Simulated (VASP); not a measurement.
# MgO (P6_3/mmc) in VASP: a series of runs

MgO is run at these levels: PBE; tasks: single point.

Program: VASP 6.6.1. These are calculated values, not measurements. Logs are shortened: lines on timing, memory, paths and dates and some standing lists are left out, and cuts for length are marked.

## Step 1: The cell of the first run

Symmetry: P6_3/mmc, No. 194, hexagonal system. The conventional cell has a = 3.597 Å, b = 3.597 Å, c = 3.997 Å, α = 90.00°, β = 90.00°, γ = 120.00°. Within 2.6 Å of Mg (site symmetry -6m2) lie 5 O at 2.00 to 2.08 Å. Within 2.6 Å of O (site symmetry -6m2) lie 5 Mg at 2.00 to 2.08 Å.

## Step 2: Single point, PBE (volume 11.199 Å^3 an atom, c/a of the conventional cell 1.1112)

Input file INCAR:

```
  ALGO = Normal
  EDIFF = 1E-6
  ENCUT = 520
  GGA = PE
  ISIF = 2
  ISMEAR = 0
  LASPH = True
  LCHARG = True
  LELF = True
  LREAL = False
  LVHAR = True
  LWAVE = False
  NBANDS = 16
  NELM = 100
  PREC = Accurate
  SIGMA = 0.05
```

Input file KPOINTS:

```
k-points
0
Gamma
  9 9 6
```

Input file POSCAR:

```
MgO
1.0
    3.5972624459      0.0000000000      0.0000000000
   -1.7986312230      3.1153206622      0.0000000000
    0.0000000000      0.0000000000      3.9972780299
Mg O
2 2
Direct
    0.6666666667      0.3333333333      0.7500000000
    0.3333333333      0.6666666667      0.2500000000
    0.6666666667      0.3333333333      0.2500000000
    0.3333333333      0.6666666667      0.7500000000
```

Potentials or basis: VASP PAW PBE potentials, release 64 (Mg, O).

On the command line:

```console
$ cat potpaw_PBE.64/Mg/POTCAR potpaw_PBE.64/O/POTCAR > POTCAR
$ mpirun -np 1 vasp_std > vasp.out
```

OUTCAR:

```text
EDIFF = 1E-6
   ENCUT = 520
   GGA = PE
   ISIF = 2
   ISMEAR = 0
   LASPH = True
   LREAL = False
   NELM = 100
   PREC = Accurate

 ion  position               nearest neighbor table
   1  0.667  0.333  0.750-   3 2.00   3 2.00   4 2.08   4 2.08   4 2.08   2 2.88   2 2.88   2 2.88
                             2 2.88   2 2.88   2 2.88
   2  0.333  0.667  0.250-   4 2.00   4 2.00   3 2.08   3 2.08   3 2.08   1 2.88   1 2.88   1 2.88
                             1 2.88   1 2.88   1 2.88
   3  0.667  0.333  0.250-   1 2.00   1 2.00   2 2.08   2 2.08   2 2.08
   4  0.333  0.667  0.750-   2 2.00   2 2.00   1 2.08   1 2.08   1 2.08

  LATTYP: Found a hexagonal cell.
 ALAT       =     3.5972624459
 C/A-ratio  =     1.1112000000

  Lattice vectors:

 A1 = (   3.5972624459,   0.0000000000,   0.0000000000)
 A2 = (  -1.7986312230,   3.1153206622,   0.0000000000)
 A3 = (   0.0000000000,   0.0000000000,   3.9972780299)

Analysis of symmetry for initial positions (statically):
=====================================================================
 Subroutine PRICEL returns:
 Original cell was already a primitive cell.

 Routine SETGRP: Setting up the symmetry group for a
 hexagonal supercell.

 Subroutine GETGRP returns: Found 24 space group operations
 (whereof 12 operations were pure point group operations)
 out of a pool of 24 trial point group operations.

The static configuration has the point symmetry D_3d.
 The point group associated with its full space group is D_6h.

Analysis of symmetry for dynamics (positions and initial velocities):
=====================================================================
 Subroutine PRICEL returns:
 Original cell was already a primitive cell.

 Routine SETGRP: Setting up the symmetry group for a
 hexagonal supercell.

 Subroutine GETGRP returns: Found 24 space group operations
 (whereof 12 operations were pure point group operations)
 out of a pool of 24 trial point group operations.

The dynamic configuration has the point symmetry D_3d.
 The point group associated with its full space group is D_6h.

 Subroutine INISYM returns: Found 24 space group operations
 (whereof 12 operations are pure point group operations),
 and found     1 'primitive' translations

----------------------------------------------------------------------------------------

                                     Primitive cell

  volume of cell :      44.7960

  direct lattice vectors                    reciprocal lattice vectors
     3.597262446  0.000000000  0.000000000     0.277989170  0.160497122  0.000000000
    -1.798631223  3.115320662  0.000000000     0.000000000  0.320994244  0.000000000
     0.000000000  0.000000000  3.997278030     0.000000000  0.000000000  0.250170239

  length of vectors
     3.597262446  3.597262446  3.997278030     0.320994244  0.320994244  0.250170239

  position of ions in fractional coordinates (direct lattice)
     0.666666667  0.333333333  0.750000000
     0.333333333  0.666666667  0.250000000
     0.666666667  0.333333333  0.250000000
     0.333333333  0.666666667  0.750000000

  ion indices of the primitive-cell ions
   primitive index   ion index
                 1           1
                 2           2
                 3           3
                 4           4

----------------------------------------------------------------------------------------

 KPOINTS: k-points

Automatic generation of k-mesh.
 Grid dimensions read from file:
 generate k-points for:    9    9    6

 Generating k-lattice:

  Cartesian coordinates                     Fractional coordinates (reciprocal lattice)
     0.030887686  0.017833014  0.000000000     0.111111111 -0.000000000  0.000000000
     0.000000000  0.035666027  0.000000000     0.000000000  0.111111111  0.000000000
     0.000000000  0.000000000  0.041695040     0.000000000  0.000000000  0.166666667

  Length of vectors
     0.035666027  0.035666027  0.041695040

  Shift w.r.t. Gamma in fractional coordinates (k-lattice)
     0.000000000  0.000000000  0.000000000

 Subroutine IBZKPT returns following result:
 ===========================================

 Found     48 irreducible k-points:

 Following reciprocal coordinates:
            Coordinates               Weight
  0.000000  0.000000  0.000000      1.000000
  0.111111 -0.000000  0.000000      6.000000
  0.222222  0.000000  0.000000      6.000000
  0.333333 -0.000000  0.000000      6.000000
  0.444444  0.000000  0.000000      6.000000
  0.111111  0.111111  0.000000      6.000000
[... 16 lines left out ...]
  0.333333  0.222222  0.166667     24.000000
  0.333333  0.333333  0.166667      4.000000
 [... further k-points ...]
   k-points           NKPTS =     48   k-points in BZ     NKDIM =     48   number of bands    NBANDS=     16
   number of dos      NEDOS =    301   number of ions     NIONS =      4
   total plane-waves  NPLWV =  23520
   dimension x,y,z NGX =    28 NGY =   28 NGZ =   30
   dimension x,y,z NGXF=    56 NGYF=   56 NGZF=   60
   ions per type =               2   2
   NGX,Y,Z   is equivalent  to a cutoff of  12.94, 12.94, 12.48 a.u.
   NGXF,Y,Z  is equivalent  to a cutoff of  25.88, 25.88, 24.95 a.u.
 SYSTEM =  unknown system
   PREC   = accura    normal or accurate (medium, high low for compatibility)
   ISTART =      0    job   : 0-new  1-cont  2-samecut
   ICHARG =      2    charge: 1-file 2-atom 10-const
   ISPIN  =      1    spin polarized calculation?
   LNONCOLLINEAR =      F non collinear calculations
   LSORBIT =      F    spin-orbit coupling
   LASPH  =      T    aspherical Exc in radial PAW
   ENCUT  =  520.0 eV  38.22 Ry    6.18 a.u.   6.69  6.69  7.43*2*pi/ulx,y,z
   NELM   =    100;   NELMIN=  2; NELMDL= -5     # of ELM steps
   EDIFF  = 0.1E-05   stopping-criterion for ELM
   LREAL  =      F    real-space projection
   EDIFFG = 0.1E-04   stopping-criterion for IOM
   NSW    =      0    number of steps for IOM
   IBRION =     -1    ionic relax: 0-MD 1-quasi-New 2-CG
   NFREE  =      0    steps in history (QN), initial steepest desc. (CG)
   ISIF   =      2    stress and relaxation
   ISYM   =      2    0-nonsym 1-usesym 2-fastsym
   POTIM  = 0.5000    time-step for ionic-motion
   TEBEG  =    0.0;   TEEND  =   0.0 temperature during run
   PSTRESS=    0.0 pullay stress
   NELECT =      16.0000    total number of electrons
   NUPDOWN=      -1.0000    fix difference up-down
   EMIN   =  10.00;   EMAX   =-10.00  energy-range for DOS
   EFERMI =   0.00;   METHOD = LEGACY
   ISMEAR =     0;   SIGMA  =   0.05  broadening in eV -4-tet -1-fermi 0-gaus
   EFERMI_NEDOS =   21; number of points for ismear=-14 and -15
   IALGO  =     38    algorithm
   IMIX   =      4    mixing-type and parameters
     AMIX     =   0.40;   BMIX     =  1.00
     AMIX_MAG =   1.60;   BMIX_MAG =  1.00
  volume/ion in A,a.u.               =      11.20        75.57
  Fermi-wavevector in a.u.,A,eV,Ry     =   1.161542  2.194997 18.356720  1.349181
  Thomas-Fermi vector in A             =   2.298113
   LORBIT       =      0    0 simple, 1 ext, 2 COOP (PROOUT), +10 PAW based schemes
   GGA     = PE    functional components
   LHFCALC =     F    Hartree Fock is set to
   AEXX    =    0.0000 exact exchange contribution
   IVDW    =     0    specifies the selected vdW correction
   LEPSILON=     F    determine dielectric tensor
   LRPA    =     F    only Hartree local field effects (RPA)
 non-spin polarized calculation
 Gauss-broadening in eV      SIGMA  =   0.05
  energy-cutoff  :      520.00
  volume of cell :       44.80
 maximum number of plane-waves:      1227
 NGX is ok and might be reduce to    28
   NGX = 13   NGY = 13   NGZ = 15

 number of electron      15.9999995 magnetization

 Free energy of the ion-electron system (eV)
  ---------------------------------------------------
  ext. energy  EPLUGINS =         0.00000000
  ---------------------------------------------------
  free energy    TOTEN  =       -23.56020402 eV

  energy without entropy =      -23.56020402  energy(sigma->0) =      -23.56020402

 E-fermi :   1.9380     XC(G=0):  -9.9626

 val. band max:        1.7337228439   @ k =   0.0000   0.0000   0.0000
 cond. band min:       5.1794106121   @ k =   0.0000   0.0000   0.0000
 fundamental gap:      3.4456877681
 Fermi energy:         1.9379912433

 k-point     1 :       0.0000    0.0000    0.0000
  band No.  band energies     occupation
      1     -15.0287      2.00000
      2     -13.5705      2.00000
      3      -1.5553      2.00000
      4       0.0307      2.00000
      5       0.0307      2.00000
      6       1.1568      2.00000
[... 8 lines left out ...]
     15      17.1864      0.00000
     16      17.2395      0.00000

 k-point     2 :       0.1111   -0.0000    0.0000
  band No.  band energies     occupation
      1     -14.9731      2.00000
      2     -13.5899      2.00000
      3      -1.4705      2.00000
      4      -0.1295      2.00000
      5      -0.0675      2.00000
      6       0.8765      2.00000
[... 8 lines left out ...]
     15      16.7608      0.00000
     16      16.8854      0.00000

 k-point     3 :       0.2222    0.0000    0.0000
  band No.  band energies     occupation
      1     -14.8187      2.00000
      2     -13.6522      2.00000
      3      -1.2276      2.00000
      4      -0.6159      2.00000
      5      -0.2741      2.00000
      6       0.4867      2.00000
[... 8 lines left out ...]
     15      15.8976      0.00000
     16      16.7305      0.00000

 k-point     4 :       0.3333   -0.0000    0.0000
  band No.  band energies     occupation
      1     -14.6043      2.00000
      2     -13.7604      2.00000
      3      -1.1812      2.00000
      4      -0.8680      2.00000
      5      -0.4669      2.00000
      6       0.2698      2.00000
[... 8 lines left out ...]
     15      15.3664      0.00000
     16      16.9368      0.00000
[... 324 lines left out ...]
 k-point    22 :       0.2222    0.2222    0.1667
  band No.  band energies     occupation
      1     -14.4239      2.00000
      2     -13.8493      2.00000
      3      -1.3411      2.00000
      4      -1.2849      2.00000
      5      -0.2730      2.00000
      6       0.1826      2.00000
[... 8 lines left out ...]
     15      16.7389      0.00000
     16      17.3045      0.00000

 k-point    23 :       0.3333    0.2222    0.1667
  band No.  band energies     occupation
      1     -14.2501      2.00000
      2     -13.9631      2.00000
      3      -1.6126      2.00000
      4      -1.0555      2.00000
      5      -0.6314      2.00000
      6       0.4149      2.00000
[... 8 lines left out ...]
     15      16.5548      0.00000
     16      17.5412      0.00000

 k-point    24 :       0.3333    0.3333    0.1667
  band No.  band energies     occupation
      1     -14.0963      2.00000
      2     -14.0963      2.00000
      3      -1.6148      2.00000
      4      -0.9179      2.00000
      5      -0.9179      2.00000
      6       0.7532      2.00000
[... 8 lines left out ...]
     15      16.4337      0.00000
     16      18.1868      0.00000

 [... further k-points ...]
[... 5 lines left out ...]
  --------------------------------------------------------------------------------------
  -------------------------------------------------------------------------------------
  Total       -0.4637303     -0.4637303      4.0192773      0.0000000      0.0000000      0.0000000
  in kB      -16.5858145    -16.5858145    143.7537937      0.0000000      0.0000000      0.0000000
  external PRESSURE =      36.8607216 kB  Pullay stress =       0.0000000 kB

 VOLUME and BASIS-vectors are now :
 -----------------------------------------------------------------------------
  energy-cutoff  :      520.00
  volume of cell :       44.80
      direct lattice vectors                 reciprocal lattice vectors
     3.597262446  0.000000000  0.000000000     0.277989170  0.160497122  0.000000000
    -1.798631223  3.115320662  0.000000000     0.000000000  0.320994244  0.000000000
     0.000000000  0.000000000  3.997278030     0.000000000  0.000000000  0.250170239

 POSITION                                       TOTAL-FORCE (eV/Angst)
 -----------------------------------------------------------------------------------
      1.79863      1.03844      2.99796        -0.000000      0.000000      0.000000
     -0.00000      2.07688      0.99932         0.000000     -0.000000      0.000000
      1.79863      1.03844      0.99932        -0.000000      0.000000      0.000000
     -0.00000      2.07688      2.99796         0.000000     -0.000000      0.000000
 -----------------------------------------------------------------------------------
    total drift:                               -0.000000      0.000000     -0.000000

  FREE ENERGIE OF THE ION-ELECTRON SYSTEM (eV)
  ---------------------------------------------------
  free  energy   TOTEN  =       -23.5602040241 eV

  energy  without entropy=      -23.5602040241  energy(sigma->0) =      -23.56020402
```

It took 37 s on 1 thread of Intel Xeon Platinum 8259CL at 2.50GHz (Skylake/Cascade Lake), shared host; peak memory 0.17 GiB.

Results:

* Free energy: -23.5602 eV
* Pressure: 3.7 GPa
* Band gap on the k mesh: 3.45 eV, direct

Stress tensor (GPa, compression positive):
```
-1.66  0.00  0.00
 0.00 -1.66  0.00
 0.00  0.00 14.38
```

(Part 1 of 2 ends here.)
